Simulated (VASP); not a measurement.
Input of a VASP 6.6.1 run:

POSCAR

```
HgTe
1.0
    0.0000000000      3.2145000000      3.2145000000
    3.2145000000      0.0000000000      3.2145000000
    3.2145000000      3.2145000000      0.0000000000
Hg Te
1 1
Direct
    0.0000000000      0.0000000000      0.0000000000
    0.7500000000      0.7500000000      0.7500000000
```

INCAR.step1

```
SYSTEM = HgTe
  PREC = Accurate
  ENCUT = 400
  EDIFF = 1E-5
  ISMEAR = -1
  SIGMA = 0.05
  LREAL = .False.
  LASPH = .True.
  NELM = 120
  ALGO = Normal
  ISIF = 2
  LWAVE = .True.
  LCHARG = .False.
  NBANDS = 16
  GGA = PE
  GGA_COMPAT = .False.
```

The input INCAR.step2:

```
SYSTEM = HgTe
  PREC = Accurate
  ENCUT = 400
  EDIFF = 1E-6
  ISMEAR = -1
  SIGMA = 0.05
  LREAL = .False.
  LASPH = .True.
  NELM = 120
  ALGO = Normal
  ISIF = 2
  LWAVE = .False.
  LCHARG = .False.
  GGA = B3
  LHFCALC = .True.
  AEXX = 0.2
  AGGAX = 0.72
  AGGAC = 0.81
  ALDAC = 0.19
  PRECFOCK = Normal
  NBANDS = 16
  ISTART = 1
  GGA_COMPAT = .False.
```

Contents of KPOINTS:

```
regular mesh
0
Gamma
  4 4 4
  0 0 0
```

Potentials or basis: VASP PAW PBE potentials, release 64 (Hg, Te).

Run with:

```sh
$ cat potpaw_PBE.64/Hg/POTCAR potpaw_PBE.64/Te/POTCAR > POTCAR
$ cp INCAR.step1 INCAR
$ mpirun -np 1 vasp_std > vasp.out
$ cp INCAR.step2 INCAR
$ mpirun -np 1 vasp_std > vasp.out
```

Task: Estimate the band gap on the k mesh.

Result: 0.49 eV.

Task: Predict the pressure.

Result: 6.5 GPa.

Caveat: the k points lie up to 0.42 Å⁻¹ apart; the PAW data sets were made with another functional, which shifts forces and pressure a little; spin-orbit coupling is left out, which moves the levels of the heavy elements.
